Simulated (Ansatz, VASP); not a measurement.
# One calculation of MnS, two programs

```xyz
2
Lattice="0.0000 2.4735 2.4735 2.4735 0.0000 2.4735 2.4735 2.4735 0.0000" Properties=species:S:1:pos:R:3 pbc="T T T"
Mn    0.0000    0.0000    0.0000
S     3.7102    3.7102    3.7102
```

Alike in both runs: task single point; functional PBEsol; k mesh 8 × 8 × 8; occupations fermi-dirac, width 0.05 eV; collinear spin; fixed moment 3 μB.

|  | VASP | Ansatz |
| --- | --- | --- |
| version | VASP 6.6.1 | Ansatz 0.2.0 |
| potentials or method | VASP PAW PBE potentials, release 64 (Mn_sv, S) | Ansatz PAW |
| plane-wave cutoff (eV) | 680 | 420 |
| valence electrons in the cell | 21 | 21 |

VASP gave:

| Item | Value |
| --- | --- |
| pressure (GPa) | 17.5 |
| net moment per atom (μB) | 1.50 |
| size of the moment on the site where the two differ most (μB) | 2.63 |

Which values does Ansatz return?

Pressure (GPa): 17.8; net moment per atom (μB): 1.50; size of the moment on the site where the two differ most (μB): 2.52.

VASP's potentials were made for PBE, not for PBEsol. Site moments also hang on the region over which each program counts them. The functional is the same, so the differences come from potentials, cutoffs and numerics.
